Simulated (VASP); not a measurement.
# InW4 (Pm-3m) in VASP: a series of runs

Runs on InW4. Level: PBE. Tasks: single point, relaxation of cell and atoms.

Program: VASP 6.6.1. These are calculated values, not measurements. Logs are shortened: lines on timing, memory, paths and dates and some standing lists are left out, and cuts for length are marked.

## Step 1: The cell of the first run

Symmetry: Pm-3m, No. 221, cubic system. Conventional cell: a = 4.811 Å, b = 4.811 Å, c = 4.811 Å, α = 90.00°, β = 90.00°, γ = 90.00°. Within 4.5 Å of In (site symmetry m-3m) lie 20 W at 3.40 to 4.17 Å. Within 3.2 Å of W (site symmetry 4/mmm) lie 2 W at 2.41 Å. Within 3.2 Å of W (site symmetry m-3m) lie 6 W at 2.41 Å.

The cell was generated, and may not be a known phase.

## Step 2: Single point, PBE

File INCAR:

```
PREC = Accurate ; ENCUT = 500
EDIFF = 1E-6 ; ISMEAR = 0
SIGMA = 0.1 ; LREAL = F
LASPH = T ; NELM = 120
ALGO = Normal ; ISIF = 2
LWAVE = F ; LCHARG = T
GGA = PE ; LELF = T
LVHAR = T ; NBANDS = 42
GGA_COMPAT = F
```

File KPOINTS:

```
regular mesh
0
Gamma
  4 4 4
```

File POSCAR:

```
InW4
1.0
    4.8114439679      0.0000000000      0.0000000000
    0.0000000000      4.8114439679      0.0000000000
    0.0000000000      0.0000000000      4.8114439679
In W
1 4
Direct
    0.5000000000      0.5000000000      0.5000000000
    0.5000000000      0.0000000000      0.0000000000
    0.0000000000      0.5000000000      0.0000000000
    0.0000000000      0.0000000000      0.5000000000
    0.0000000000      0.0000000000      0.0000000000
```

Potentials or basis: VASP PAW PBE potentials, release 64 (In_d, W_sv).

Started as:

```console
cat potpaw_PBE.64/In_d/POTCAR potpaw_PBE.64/W_sv/POTCAR > POTCAR
mpirun -np 1 vasp_std > vasp.out
```

OUTCAR:

```text
PREC = Accurate
   ENCUT = 500
   EDIFF = 1E-6
   ISMEAR = 0
   LREAL = F
   LASPH = T
   NELM = 120
   ISIF = 2
   GGA = PE

 ion  position               nearest neighbor table
   1  0.500  0.500  0.500-   2 3.40   3 3.40   4 3.40   2 3.40   3 3.40   2 3.40   4 3.40   2 3.40
                             3 3.40   4 3.40   3 3.40   4 3.40
   2  0.500  0.000  0.000-   5 2.41   5 2.41   4 3.40   1 3.40   1 3.40   4 3.40   1 3.40   3 3.40
                             1 3.40   3 3.40   4 3.40   3 3.40   4 3.40   3 3.40
   3  0.000  0.500  0.000-   5 2.41   5 2.41   4 3.40   1 3.40   1 3.40   4 3.40   2 3.40   4 3.40
                             2 3.40   4 3.40   1 3.40   2 3.40   1 3.40   2 3.40
   4  0.000  0.000  0.500-   5 2.41   5 2.41   3 3.40   1 3.40   2 3.40   3 3.40   2 3.40   1 3.40
                             3 3.40   3 3.40   1 3.40   2 3.40   2 3.40   1 3.40
   5  0.000  0.000  0.000-   2 2.41   3 2.41   4 2.41   4 2.41   3 2.41   2 2.41

  LATTYP: Found a simple cubic cell.
 ALAT       =     4.8114439679

  Lattice vectors:

 A1 = (   4.8114439679,   0.0000000000,   0.0000000000)
 A2 = (   0.0000000000,   4.8114439679,   0.0000000000)
 A3 = (   0.0000000000,   0.0000000000,   4.8114439679)

Analysis of symmetry for initial positions (statically):
=====================================================================
 Subroutine PRICEL returns:
 Original cell was already a primitive cell.

 Routine SETGRP: Setting up the symmetry group for a
 simple cubic supercell.

 Subroutine GETGRP returns: Found 48 space group operations
 (whereof 48 operations were pure point group operations)
 out of a pool of 48 trial point group operations.

The static configuration has the point symmetry O_h .

Analysis of symmetry for dynamics (positions and initial velocities):
=====================================================================
 Subroutine PRICEL returns:
 Original cell was already a primitive cell.

 Routine SETGRP: Setting up the symmetry group for a
 simple cubic supercell.

 Subroutine GETGRP returns: Found 48 space group operations
 (whereof 48 operations were pure point group operations)
 out of a pool of 48 trial point group operations.

The dynamic configuration has the point symmetry O_h .

 Subroutine INISYM returns: Found 48 space group operations
 (whereof 48 operations are pure point group operations),
 and found     1 'primitive' translations

----------------------------------------------------------------------------------------

                                     Primitive cell

  volume of cell :     111.3849

  direct lattice vectors                    reciprocal lattice vectors
     4.811443968  0.000000000  0.000000000     0.207837815  0.000000000  0.000000000
     0.000000000  4.811443968  0.000000000     0.000000000  0.207837815  0.000000000
     0.000000000  0.000000000  4.811443968     0.000000000  0.000000000  0.207837815

  length of vectors
     4.811443968  4.811443968  4.811443968     0.207837815  0.207837815  0.207837815

  position of ions in fractional coordinates (direct lattice)
     0.500000000  0.500000000  0.500000000
     0.500000000  0.000000000  0.000000000
     0.000000000  0.500000000  0.000000000
     0.000000000  0.000000000  0.500000000
     0.000000000  0.000000000  0.000000000

  ion indices of the primitive-cell ions
   primitive index   ion index
                 1           1
                 2           2
                 3           3
                 4           4
                 5           5

----------------------------------------------------------------------------------------

 KPOINTS: regular mesh

Automatic generation of k-mesh.
 Grid dimensions read from file:
 generate k-points for:    4    4    4

 Generating k-lattice:

  Cartesian coordinates                     Fractional coordinates (reciprocal lattice)
     0.051959454  0.000000000  0.000000000     0.250000000  0.000000000  0.000000000
     0.000000000  0.051959454  0.000000000     0.000000000  0.250000000  0.000000000
     0.000000000  0.000000000  0.051959454     0.000000000  0.000000000  0.250000000

  Length of vectors
     0.051959454  0.051959454  0.051959454

  Shift w.r.t. Gamma in fractional coordinates (k-lattice)
     0.000000000  0.000000000  0.000000000

 Subroutine IBZKPT returns following result:
 ===========================================

 Found     10 irreducible k-points:

 Following reciprocal coordinates:
            Coordinates               Weight
  0.000000  0.000000  0.000000      1.000000
  0.250000  0.000000  0.000000      6.000000
  0.500000  0.000000  0.000000      3.000000
  0.250000  0.250000  0.000000     12.000000
  0.500000  0.250000  0.000000     12.000000
  0.500000  0.500000  0.000000      3.000000
  0.250000  0.250000  0.250000      8.000000
  0.500000  0.250000  0.250000     12.000000
  0.500000  0.500000  0.250000      6.000000
  0.500000  0.500000  0.500000      1.000000
   k-points           NKPTS =     10   k-points in BZ     NKDIM =     10   number of bands    NBANDS=     42
   number of dos      NEDOS =    301   number of ions     NIONS =      5
   total plane-waves  NPLWV =  46656
   dimension x,y,z NGX =    36 NGY =   36 NGZ =   36
   dimension x,y,z NGXF=    72 NGYF=   72 NGZF=   72
   ions per type =               1   4
   NGX,Y,Z   is equivalent  to a cutoff of  12.44, 12.44, 12.44 a.u.
   NGXF,Y,Z  is equivalent  to a cutoff of  24.88, 24.88, 24.88 a.u.
 SYSTEM =  unknown system
   PREC   = accura    normal or accurate (medium, high low for compatibility)
   ISTART =      0    job   : 0-new  1-cont  2-samecut
   ICHARG =      2    charge: 1-file 2-atom 10-const
   ISPIN  =      1    spin polarized calculation?
   LNONCOLLINEAR =      F non collinear calculations
   LSORBIT =      F    spin-orbit coupling
   LASPH  =      T    aspherical Exc in radial PAW
   ENCUT  =  500.0 eV  36.75 Ry    6.06 a.u.   8.77  8.77  8.77*2*pi/ulx,y,z
   NELM   =    120;   NELMIN=  2; NELMDL= -5     # of ELM steps
   EDIFF  = 0.1E-05   stopping-criterion for ELM
   LREAL  =      F    real-space projection
   EDIFFG = 0.1E-04   stopping-criterion for IOM
   NSW    =      0    number of steps for IOM
   IBRION =     -1    ionic relax: 0-MD 1-quasi-New 2-CG
   NFREE  =      0    steps in history (QN), initial steepest desc. (CG)
   ISIF   =      2    stress and relaxation
   ISYM   =      2    0-nonsym 1-usesym 2-fastsym
   POTIM  = 0.5000    time-step for ionic-motion
   TEBEG  =    0.0;   TEEND  =   0.0 temperature during run
   PSTRESS=    0.0 pullay stress
   NELECT =      69.0000    total number of electrons
   NUPDOWN=      -1.0000    fix difference up-down
   EMIN   =  10.00;   EMAX   =-10.00  energy-range for DOS
   EFERMI =   0.00;   METHOD = LEGACY
   ISMEAR =     0;   SIGMA  =   0.10  broadening in eV -4-tet -1-fermi 0-gaus
   EFERMI_NEDOS =   21; number of points for ismear=-14 and -15
   IALGO  =     38    algorithm
   IMIX   =      4    mixing-type and parameters
     AMIX     =   0.40;   BMIX     =  1.00
     AMIX_MAG =   1.60;   BMIX_MAG =  1.00
  volume/ion in A,a.u.               =      22.28       150.33
  Fermi-wavevector in a.u.,A,eV,Ry     =   1.395562  2.637230 26.498611  1.947593
  Thomas-Fermi vector in A             =   2.519002
   LORBIT       =      0    0 simple, 1 ext, 2 COOP (PROOUT), +10 PAW based schemes
   GGA     = PE    functional components
   LHFCALC =     F    Hartree Fock is set to
   AEXX    =    0.0000 exact exchange contribution
   IVDW    =     0    specifies the selected vdW correction
   LEPSILON=     F    determine dielectric tensor
   LRPA    =     F    only Hartree local field effects (RPA)
 non-spin polarized calculation
 Gauss-broadening in eV      SIGMA  =   0.10
  energy-cutoff  :      500.00
  volume of cell :      111.38
 maximum number of plane-waves:      2872
 NGX is ok and might be reduce to    36
   NGX = 17   NGY = 17   NGZ = 17

 number of electron      68.9999984 magnetization

 Free energy of the ion-electron system (eV)
  ---------------------------------------------------
  ext. energy  EPLUGINS =         0.00000000
  ---------------------------------------------------
  free energy    TOTEN  =       -43.87506653 eV

  energy without entropy =      -43.84655267  energy(sigma->0) =      -43.86080960

 E-fermi :   7.4711     XC(G=0): -11.4090

 val. band max:        7.4437076817   @ k =   0.5000   0.5000   0.0000
 cond. band min:       7.5153111320   @ k =   0.5000   0.5000   0.5000
 fundamental gap:      0.0716034503
 Fermi energy:         7.4710753305

 k-point     1 :       0.0000    0.0000    0.0000
  band No.  band energies     occupation
      1     -66.9440      2.00000
      2     -66.8882      2.00000
      3     -66.8882      2.00000
      4     -65.7989      2.00000
      5     -32.0462      2.00000
      6     -32.0462      2.00000
[... 34 lines left out ...]
     41       9.4714      0.00000
     42      10.5574      0.00000

 k-point     2 :       0.2500    0.0000    0.0000
  band No.  band energies     occupation
      1     -66.9354      2.00000
      2     -66.8896      2.00000
      3     -66.8883      2.00000
      4     -65.8073      2.00000
      5     -32.0383      2.00000
      6     -32.0383      2.00000
[... 34 lines left out ...]
     41       9.8388      0.00000
     42      10.3106      0.00000

 k-point     3 :       0.5000    0.0000    0.0000
  band No.  band energies     occupation
      1     -66.9260      2.00000
      2     -66.8916      2.00000
      3     -66.8883      2.00000
      4     -65.8158      2.00000
      5     -32.0303      2.00000
      6     -32.0303      2.00000
[... 34 lines left out ...]
     41      10.2111      0.00000
     42      11.3166      0.00000

 k-point     4 :       0.2500    0.2500    0.0000
  band No.  band energies     occupation
      1     -66.9268      2.00000
      2     -66.8899      2.00000
      3     -66.8891      2.00000
      4     -65.8159      2.00000
      5     -32.0303      2.00000
      6     -31.7320      2.00000
[... 34 lines left out ...]
     41      10.0547      0.00000
     42      10.7745      0.00000

 k-point     5 :       0.5000    0.2500    0.0000
  band No.  band energies     occupation
      1     -66.9174      2.00000
      2     -66.8916      2.00000
      3     -66.8894      2.00000
      4     -65.8245      2.00000
      5     -32.0223      2.00000
      6     -31.7127      2.00000
[... 34 lines left out ...]
     41       8.9223      0.00000
     42      10.6985      0.00000

 k-point     6 :       0.5000    0.5000    0.0000
  band No.  band energies     occupation
      1     -66.9075      2.00000
      2     -66.8916      2.00000
      3     -66.8916      2.00000
      4     -65.8334      2.00000
      5     -32.0141      2.00000
      6     -31.1611      2.00000
[... 34 lines left out ...]
     41       8.7208      0.00000
     42       9.5718      0.00000

 k-point     7 :       0.2500    0.2500    0.2500
  band No.  band energies     occupation
      1     -66.9184      2.00000
      2     -66.8899      2.00000
      3     -66.8899      2.00000
      4     -65.8245      2.00000
      5     -31.7323      2.00000
      6     -31.7025      2.00000
[... 34 lines left out ...]
     41       9.4568      0.00000
     42      10.2022      0.00000

 k-point     8 :       0.5000    0.2500    0.2500
  band No.  band energies     occupation
      1     -66.9091      2.00000
      2     -66.8916      2.00000
      3     -66.8899      2.00000
      4     -65.8334      2.00000
      5     -31.7135      2.00000
      6     -31.6921      2.00000
[... 34 lines left out ...]
     41       9.5554      0.00000
     42       9.6674      0.00000

 k-point     9 :       0.5000    0.5000    0.2500
  band No.  band energies     occupation
      1     -66.8996      2.00000
      2     -66.8916      2.00000
      3     -66.8916      2.00000
      4     -65.8423      2.00000
      5     -31.6931      2.00000
      6     -31.1611      2.00000
[... 34 lines left out ...]
     41       8.8968      0.00000
     42       9.4195      0.00000

 k-point    10 :       0.5000    0.5000    0.5000
  band No.  band energies     occupation
      1     -66.8916      2.00000
      2     -66.8916      2.00000
      3     -66.8916      2.00000
      4     -65.8515      2.00000
      5     -31.1740      2.00000
      6     -31.1610      2.00000
[... 34 lines left out ...]
     41       8.5089      0.00000
     42       8.5089      0.00000

------------------------ aborting loop because EDIFF is reached ----------------------------------------

  FORCE on cell =-STRESS in cart. coord.  units (eV):
  Direction    XX          YY          ZZ          XY          YZ          ZX
  --------------------------------------------------------------------------------------
  -------------------------------------------------------------------------------------
  Total        0.4552283      0.4552283      0.4552283     -0.0000000      0.0000000     -0.0000000
  in kB        6.5480738      6.5480738      6.5480738     -0.0000000      0.0000000     -0.0000000
  external PRESSURE =       6.5480738 kB  Pullay stress =       0.0000000 kB

 VOLUME and BASIS-vectors are now :
 -----------------------------------------------------------------------------
  energy-cutoff  :      500.00
  volume of cell :      111.38
      direct lattice vectors                 reciprocal lattice vectors
     4.811443968  0.000000000  0.000000000     0.207837815  0.000000000  0.000000000
     0.000000000  4.811443968  0.000000000     0.000000000  0.207837815  0.000000000
     0.000000000  0.000000000  4.811443968     0.000000000  0.000000000  0.207837815

 POSITION                                       TOTAL-FORCE (eV/Angst)
 -----------------------------------------------------------------------------------
      2.40572      2.40572      2.40572         0.000000      0.000000      0.000000
      2.40572      0.00000      0.00000         0.000000      0.000000      0.000000
      0.00000      2.40572      0.00000         0.000000      0.000000      0.000000
      0.00000      0.00000      2.40572         0.000000      0.000000      0.000000
      0.00000      0.00000      0.00000         0.000000      0.000000      0.000000
 -----------------------------------------------------------------------------------
    total drift:                                0.000000      0.000000     -0.000000

  FREE ENERGIE OF THE ION-ELECTRON SYSTEM (eV)
  ---------------------------------------------------
  free  energy   TOTEN  =       -43.8750665280 eV

  energy  without entropy=      -43.8465526710  energy(sigma->0) =      -43.86080960
```

Wall time 50 s (1 thread of Intel Xeon 8259CL, shared host); peak memory 0.22 GiB.

Results:

```
Free energy            : -43.8751 eV
Pressure               : 0.7 GPa
Band gap on the k mesh : zero (an odd number of electrons rules out a gap without spin polarisation)
```

Caveat: spin-orbit coupling is left out, which moves the levels of the heavy elements.

## Step 3: Single point, PBE

This run uses another cell than the first one, of 22.73 Å³/atom.

File INCAR:

```
SYSTEM = InW4
PREC     = Accurate       ! precision mode
ENCUT    = 500            ! plane-wave cutoff, eV
EDIFF    = 1E-6           ! SCF threshold, eV
ISMEAR   = 0              ! smearing method
SIGMA    = 0.1            ! smearing width, eV
LREAL    = .False.        ! projectors in reciprocal space
LASPH    = .True.         ! aspherical terms in the spheres
NELM     = 120            ! most SCF steps
ALGO     = Normal         ! electronic algorithm
ISIF     = 2              ! what is computed and relaxed
LWAVE    = .False.        ! write WAVECAR
LCHARG   = .False.        ! write CHGCAR
GGA      = PE             ! functional
NBANDS   = 42             ! bands
GGA_COMPAT= .False.
```

File KPOINTS:

```
regular mesh
0
Gamma
  4 4 4
  0 0 0
```

POSCAR: that of step 2 with these lines changed.

```diff
@@ -2,5 +2,5 @@
 1.0
-    4.8114439679      0.0000000000      0.0000000000
-    0.0000000000      4.8114439679      0.0000000000
-    0.0000000000      0.0000000000      4.8114439679
+    4.8436649200      0.0000000000      0.0000000000
+    0.0000000000      4.8436649200      0.0000000000
+    0.0000000000      0.0000000000      4.8436649200
 In W
```

Potentials or basis: VASP PAW PBE potentials, release 64 (In_d, W_sv).

Started as:

```console
cat potpaw_PBE.64/In_d/POTCAR potpaw_PBE.64/W_sv/POTCAR > POTCAR
mpirun -np 1 vasp_std > vasp.out
```

It took 50 s on 1 thread of Intel Xeon 8259CL, shared host; peak memory 0.22 GiB.

The run converged. Its results:

* Free energy: -43.8657 eV
* Pressure: -2.1 GPa
* Band gap on the k mesh: zero (an odd number of electrons rules out a gap without spin polarisation)

Levels at points of the mesh, in eV from the Fermi level:
```
           k point  band 31  band 32  band 33  band 34  band 35  band 36  band 37  band 38
(0.00, 0.00, 0.00)    -0.15    -0.15    -0.15     0.13     0.13     0.13     1.79     1.87
(0.50, 0.00, 0.00)    -1.22    -1.11    -0.52    -0.52    -0.41    -0.23     0.15     1.10
(0.50, 0.50, 0.00)    -1.45    -1.45    -0.72    -0.66    -0.04    -0.04     0.18     0.74
(0.50, 0.50, 0.50)    -1.04    -1.04     0.04     0.04     0.04     0.13     0.13     0.71
```

Caveat: spin-orbit coupling is left out, which moves the levels of the heavy elements.

[end of part 1 of 3]

The gap in the log of VASP goes by the Fermi energy; the results here count the filled bands.